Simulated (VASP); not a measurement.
Hf, 1 atom in the cell. It takes space group I4/mmm (No. 139, tetragonal). Conventional cell: a = 3.610 Å, b = 3.610 Å, c = 3.664 Å, α = 90.00°, β = 90.00°, γ = 90.00°. Hf (site symmetry 4/mmm) has 14 Hf at 3.14 to 3.66 Å within 4.1 Å.  This cell differs from its parent crystal: strain +0.0150 x Voigt [1, 0, 0, 0, 0, 0].

```yaml
Program: VASP 6.6.1
Task: single point
Functional: r2SCAN
Potentials_or_basis: VASP PAW PBE potentials, release 64 (Hf_pv)
Cutoff: 520 eV
k_mesh: 18 × 18 × 18
Occupations: gaussian, width 0.15 eV
Spin: no spin polarisation
Dipole_correction: no
Further_INCAR_settings: ALGO = Normal; EDIFF = 1e-07; NBANDS = 11
```

Potentials or basis: VASP PAW PBE potentials, release 64 (Hf_pv).

Run with:

```console
$ cat potpaw_PBE.64/Hf_pv/POTCAR > POTCAR
$ cp INCAR.step1 INCAR
$ mpirun -np 1 vasp_std > vasp.out
$ cp INCAR.step2 INCAR
$ mpirun -np 1 vasp_std > vasp.out
```

Hardware: 1 thread of Intel Xeon 8259CL, on a shared host.

How long does it take, and how much memory?

Wall time 6.1 min on 1 thread of Intel Xeon 8259CL (shared host), peak memory 0.25 GiB. Counts: k points 480.
